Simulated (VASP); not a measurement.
Crystal: Os.

```
CELL_PARAMETERS angstrom
2.77081 -1.65241 0.00000
2.77081 1.65241 0.00000
-1.54633 0.00000 7.17025
ATOMIC_POSITIONS crystal
Os 0.96800 0.60200 0.09970
Os 0.39800 0.03200 0.40030
Os 0.03200 0.39800 0.90030
Os 0.60200 0.96800 0.59970
```

| Item | Value |
| --- | --- |
| Program | VASP 6.6.1 |
| Task | relaxation of cell and atoms |
| Functional | PBE |
| Potentials or basis | VASP PAW PBE potentials, release 64 (Os) |
| Cutoff | 600 eV |
| k mesh | 6 × 6 × 4 |
| Occupations | gaussian, width 0.1 eV |
| Spin | no spin polarisation |

At the start: pressure 172.2 GPa; volume 16.41 Å³/atom.

Task: How do energy, volume and symmetry change on relaxing?

Result: Over 56 steps the energy falls by 10691.0 meV/atom and the volume is 14.36 Å³/atom (-12.5 %); space group Fm-3m (No. 225, to 0.05 Å).

The path:
| step | energy change (eV) | largest force (eV/Å) | pressure (GPa) | volume (Å³) |
| --- | --- | --- | --- | --- |
| 1 | 0.0000 | 70.1235 | 172.20 | 65.66 |
| 3 | 53.4320 | 153.4295 | 158.20 | 135.06 |
| 5 | -29.7189 | 10.6156 | 5.23 | 100.68 |
| 7 | -36.2224 | 1.4107 | -33.68 | 78.37 |
| 9 | -37.5439 | 0.6685 | -8.27 | 69.00 |
| 11 | -37.6076 | 0.1709 | -15.88 | 70.36 |
| 13 | -38.9540 | 1.6488 | 35.35 | 57.27 |
| 15 | -39.9091 | 1.5968 | 64.66 | 52.47 |
| 17 | -41.8437 | 0.8772 | 18.72 | 55.96 |
| 19 | -41.9214 | 0.8167 | 11.10 | 56.88 |
| 21 | -42.0674 | 0.6934 | -1.13 | 58.55 |
| 23 | -42.0858 | 0.6559 | -1.54 | 58.60 |
| 25 | -42.1344 | 0.6468 | 4.57 | 57.68 |
| 27 | -42.1615 | 0.5794 | 1.32 | 58.11 |
| 29 | -42.1983 | 0.4321 | -10.62 | 59.92 |
| 31 | -42.2311 | 0.4993 | -6.27 | 59.17 |
| 33 | -42.3425 | 0.6796 | -2.54 | 58.45 |
| 35 | -42.3705 | 0.8186 | 0.48 | 57.96 |
| 37 | -42.5406 | 1.0986 | 2.52 | 57.42 |
| 39 | -42.6134 | 0.8111 | -1.79 | 57.90 |
| 41 | -42.6702 | 0.5998 | 0.99 | 57.40 |
| 43 | -42.7169 | 0.4834 | 0.37 | 57.42 |
| 45 | -42.7502 | 0.2713 | 0.37 | 57.37 |
| 47 | -42.7586 | 0.1423 | -0.90 | 57.54 |
| 49 | -42.7612 | 0.1034 | 0.50 | 57.34 |
| 51 | -42.7625 | 0.0818 | 0.00 | 57.41 |
| 53 | -42.7637 | 0.0451 | 0.22 | 57.38 |
| 55 | -42.7638 | 0.0290 | -0.36 | 57.46 |
| 56 | -42.7639 | 0.0327 | -0.16 | 57.43 |

Final structure:
```xyz
4
Lattice="2.3705 -1.3667 -0.0375 2.3705 1.3667 -0.0375 -1.4457 0.0000 8.8865" Properties=species:S:1:pos:R:3 pbc="T T T"
Os    1.2394    0.6849    3.3042
Os    2.7787    0.6849    1.0640
Os    2.0559   -0.6849    5.5073
Os    0.5166   -0.6849    7.7475
```

Caveat: the k points lie up to 0.44 Å⁻¹ apart in the final cell.
